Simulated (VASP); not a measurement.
# Rh (Fm-3m) in VASP: a series of runs, part 2 of 2

VASP 6.6.1.

## (3) Single point, RPBE, non-collinear spin, zero start, spin-orbit coupling

This run uses another cell than the first one, of 14.22 Å³/atom, 1.020 times its volume.

The input, INCAR:

```
SYSTEM = Rh
PREC = Accurate ; ENCUT = 520
EDIFF = 1E-6 ; ISMEAR = -1
SIGMA = 0.1 ; LREAL = .False.
LASPH = .True. ; NELM = 150
ALGO = Normal ; ISIF = 2
LWAVE = .False. ; LCHARG = .False.
LNONCOLLINEAR = .True. ; MAGMOM = 0 0 0
LORBIT = 11 ; LSORBIT = .True.
GGA_COMPAT = .False. ; LORBMOM = .True.
LMAXMIX = 4 ; GGA = RP
NBANDS = 26
```

The input, KPOINTS:

```
Automatic mesh
0
Gamma
  12 12 12
  0 0 0
```

The input, POSCAR:

```
Rh
1.0
    0.0000000000      1.9228245745      1.9228245745
    1.9228245745      0.0000000000      1.9228245745
    1.9228245745      1.9228245745      0.0000000000
Rh
1
Direct
    0.0000000000      0.0000000000      0.0000000000
```

Potentials or basis: VASP PAW PBE potentials, release 64 (Rh_pv).

Launch:

```sh
$ cat potpaw_PBE.64/Rh_pv/POTCAR > POTCAR
$ mpirun -np 1 vasp_ncl > vasp.out
```

OUTCAR:

```text
SYSTEM = Rh
   PREC = Accurate
   ENCUT = 520
   EDIFF = 1E-6
   ISMEAR = -1
   LREAL = .False.
   LASPH = .True.
   NELM = 150
   ISIF = 2
   LNONCOLLINEAR = .True.
   LORBIT = 11
   LSORBIT = .True.
   GGA = RP

 ion  position               nearest neighbor table
   1  0.000  0.000  0.000-

  LATTYP: Found a face centered cubic cell.
 ALAT       =     3.8456491490

  Lattice vectors:

 A1 = (   0.0000000000,   1.9228245745,   1.9228245745)
 A2 = (   1.9228245745,   0.0000000000,   1.9228245745)
 A3 = (   1.9228245745,   1.9228245745,   0.0000000000)

Analysis of symmetry for initial positions (statically):
[... 25 lines left out ...]
The dynamic configuration has the point symmetry O_h .

Analysis of structural, dynamic, and magnetic symmetry:
=====================================================================
 Subroutine PRICEL returns:
[... 7 lines left out ...]
 out of a pool of 48 trial point group operations.

The overall configuration has the point symmetry O_h .

 Subroutine INISYM returns: Found 48 space group operations
[... 5 lines left out ...]
                                     Primitive cell

  volume of cell :      14.2183

  direct lattice vectors                    reciprocal lattice vectors
     0.000000000  1.922824575  1.922824575    -0.260034122  0.260034122  0.260034122
     1.922824575  0.000000000  1.922824575     0.260034122 -0.260034122  0.260034122
     1.922824575  1.922824575  0.000000000     0.260034122  0.260034122 -0.260034122

  length of vectors
     2.719284591  2.719284591  2.719284591     0.450392311  0.450392311  0.450392311

  position of ions in fractional coordinates (direct lattice)
     0.000000000  0.000000000  0.000000000

  ion indices of the primitive-cell ions
   primitive index   ion index
                 1           1

----------------------------------------------------------------------------------------

 KPOINTS: Automatic mesh

Automatic generation of k-mesh.
 Grid dimensions read from file:
 generate k-points for:   12   12   12

 Generating k-lattice:

  Cartesian coordinates                     Fractional coordinates (reciprocal lattice)
    -0.021669510  0.021669510  0.021669510     0.083333333  0.000000000  0.000000000
     0.021669510 -0.021669510  0.021669510     0.000000000  0.083333333  0.000000000
     0.021669510  0.021669510 -0.021669510     0.000000000  0.000000000  0.083333333

  Length of vectors
     0.037532693  0.037532693  0.037532693

  Shift w.r.t. Gamma in fractional coordinates (k-lattice)
     0.000000000  0.000000000  0.000000000

 Subroutine IBZKPT returns following result:
 ===========================================

 Found     72 irreducible k-points:

 Following reciprocal coordinates:
            Coordinates               Weight
  0.000000  0.000000  0.000000      1.000000
  0.083333  0.000000  0.000000      8.000000
  0.166667  0.000000  0.000000      8.000000
  0.250000  0.000000  0.000000      8.000000
  0.333333  0.000000  0.000000      8.000000
  0.416667  0.000000  0.000000      8.000000
[... 16 lines left out ...]
  0.500000  0.166667  0.000000     24.000000
 -0.416667  0.166667  0.000000     24.000000
 [... further k-points ...]
   k-points           NKPTS =     72   k-points in BZ     NKDIM =     72   number of bands    NBANDS=     26
   number of dos      NEDOS =    301   number of ions     NIONS =      1
   total plane-waves  NPLWV =   8000
[... 35 lines left out ...]
     AMIX_MAG =   1.60;   BMIX_MAG =  1.00
  volume/ion in A,a.u.               =      14.22        95.95
  Fermi-wavevector in a.u.,A,eV,Ry     =   1.666565  3.149351 37.789350  2.777439
  Thomas-Fermi vector in A             =   2.752739
   LORBIT       =     11    0 simple, 1 ext, 2 COOP (PROOUT), +10 PAW based schemes
   GGA     = RP    functional components
   LHFCALC =     F    Hartree Fock is set to
   AEXX    =    0.0000 exact exchange contribution
   IVDW    =     0    specifies the selected vdW correction
   LEPSILON=     F    determine dielectric tensor
   LRPA    =     F    only Hartree local field effects (RPA)
  energy-cutoff  :      520.00
  volume of cell :       14.22
 maximum number of plane-waves:       784
   NGX = 11   NGY = 11   NGZ = 11

 number of electron      15.0000000 magnetization       0.0000000      0.0000000      0.0000000

 number of electron      15.0000000 magnetization       0.0000000     -0.0000000     -0.0000000

 number of electron      15.0000000 magnetization      -0.0000000      0.0000000      0.0000000

 Free energy of the ion-electron system (eV)
  ---------------------------------------------------
  ext. energy  EPLUGINS =         0.00000000
  ---------------------------------------------------
  free energy    TOTEN  =        -6.79422903 eV

  energy without entropy =       -6.75012997  energy(sigma->0) =       -6.77217950

 E-fermi :  11.3701     XC(G=0): -13.7173

 val. band max:       11.3517199246   @ k =   0.3333   0.0833   0.0000
 cond. band min:      11.4082432466   @ k =   0.5000   0.4167   0.0000
 fundamental gap:      0.0565233220
 Fermi energy:        11.3700678501

 k-point     1 :       0.0000    0.0000    0.0000
  band No.  band energies     occupation
      1     -37.5337      1.00000
      2     -37.5337      1.00000
      3     -33.6876      1.00000
      4     -33.6876      1.00000
      5     -33.6876      1.00000
      6     -33.6876      1.00000
[... 685 lines left out ...]
     25      31.6318      0.00000
     26      31.6318      0.00000

 [... further k-points ...]
[... 5 lines left out ...]
  --------------------------------------------------------------------------------------
  -------------------------------------------------------------------------------------
  Total        0.1984096      0.1984096      0.1984096     -0.0000000      0.0000000      0.0000000
  in kB       22.3575528     22.3575528     22.3575528     -0.0000000      0.0000000      0.0000000
  external PRESSURE =      22.3575528 kB  Pullay stress =       0.0000000 kB

 VOLUME and BASIS-vectors are now :
 -----------------------------------------------------------------------------
  energy-cutoff  :      520.00
  volume of cell :       14.22
      direct lattice vectors                 reciprocal lattice vectors
     0.000000000  1.922824575  1.922824575    -0.260034122  0.260034122  0.260034122
     1.922824575  0.000000000  1.922824575     0.260034122 -0.260034122  0.260034122
     1.922824575  1.922824575  0.000000000     0.260034122  0.260034122 -0.260034122

 POSITION                                       TOTAL-FORCE (eV/Angst)
 -----------------------------------------------------------------------------------
      0.00000      0.00000      0.00000         0.000000      0.000000      0.000000
 -----------------------------------------------------------------------------------
    total drift:                                0.000000     -0.000000      0.000000

  FREE ENERGIE OF THE ION-ELECTRON SYSTEM (eV)
  ---------------------------------------------------
  free  energy   TOTEN  =        -6.7942290315 eV

  energy  without entropy=       -6.7501299671  energy(sigma->0) =       -6.77217950

 orbital moment (x)

 # of ion     p       d       tot
 ----------------------------------------
  1         0.000   0.000   0.000
 ----------------------------------------
            0.000   0.000   0.000

 orbital moment (y)

 # of ion     p       d       tot
 ----------------------------------------
  1         0.000   0.000   0.000
 ----------------------------------------
            0.000   0.000   0.000

 orbital moment (z)

 # of ion     p       d       tot
 ----------------------------------------
  1         0.000   0.000   0.000
 ----------------------------------------
            0.000   0.000   0.000

 Spin-Orbit-Coupling matrix elements

 Ion:    1  E_soc:     -0.3121544
 l=   1
     0.0000000    -0.0412659    -0.0412659
    -0.0412659     0.0000000    -0.0412659
    -0.0412659    -0.0412659     0.0000000
 l=   2
     0.0000000    -0.0018191     0.0000000    -0.0018191    -0.0089407
    -0.0018191     0.0000000    -0.0067055    -0.0018191    -0.0022352
     0.0000000    -0.0067055     0.0000000    -0.0067055     0.0000000
    -0.0018191    -0.0018191    -0.0067055     0.0000000    -0.0022352
    -0.0089407    -0.0022352     0.0000000    -0.0022352     0.0000000
 l=   3
     0.0000000     0.0000000     0.0000000     0.0000000     0.0000000     0.0000000     0.0000000
     0.0000000     0.0000000     0.0000000     0.0000000     0.0000000     0.0000000     0.0000000
     0.0000000     0.0000000     0.0000000     0.0000000     0.0000000     0.0000000     0.0000000
     0.0000000     0.0000000     0.0000000     0.0000000     0.0000000     0.0000000     0.0000000
     0.0000000     0.0000000     0.0000000     0.0000000     0.0000000     0.0000000     0.0000000
     0.0000000     0.0000000     0.0000000     0.0000000     0.0000000     0.0000000     0.0000000
     0.0000000     0.0000000     0.0000000     0.0000000     0.0000000     0.0000000     0.0000000

 total charge

# of ion       s       p       d       tot
------------------------------------------
    1        0.404   6.283   7.050  13.737

 magnetization (x)

# of ion       s       p       d       tot
------------------------------------------
    1        0.000   0.000  -0.000   0.000

 magnetization (y)

# of ion       s       p       d       tot
------------------------------------------
    1        0.000   0.000  -0.000   0.000

 magnetization (z)

# of ion       s       p       d       tot
------------------------------------------
    1        0.000  -0.000  -0.000  -0.000
```

Run time: 19 s. Hardware: 1 thread of Intel Xeon 6975P-C (Granite Rapids), shared host; peak memory 0.18 GiB.

Results:

| Property | Result |
| --- | --- |
| Free energy | -6.7942 eV |
| Pressure | 2.2 GPa |
| Net moment | 0.00 μB per cell |
| Valence electrons inside the program's atomic spheres | Rh 13.74 |

Moments on the atoms (μB; x, y, z):
```
Rh  0.00 0.00 0.00
```

Caveat: the PAW data sets were made with another functional, which shifts forces and pressure a little.
